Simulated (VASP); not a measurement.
Crystal: As.

```xyz
2
Lattice="1.8816 1.0863 3.5614 -1.8816 1.0863 3.5614 0.0000 -2.1727 3.5614" Properties=species:S:1:pos:R:3 pbc="T T T"
As    0.0000    0.0000    8.2682
As    0.0000    0.0000    2.4159
```

Base run:

* Program: VASP 6.6.1
* Functional: PBE
* Potentials or basis: VASP PAW PBE potentials, release 64 (As)
* Cutoff: 520 eV
* k mesh: 8 × 8 × 8
* Occupations: fermi-dirac, width 0.02 eV
* Spin: no spin polarisation

Its results: band gap on the k mesh zero (band 5 reaches 5.55 eV, above the bottom of band 6 at 5.02 eV); pressure 3.0 GPa; largest force 0.321 eV/Å.

The run is repeated on the same cell with these changes: functional from PBE to r2SCAN. What comes out?

Band gap on the k mesh zero (band 5 reaches 5.55 eV, above the bottom of band 6 at 5.06 eV); pressure 1.0 GPa; largest force 0.011 eV/Å.

Caveats: the PAW data sets were made with another functional, which shifts forces and pressure a little (some runs).
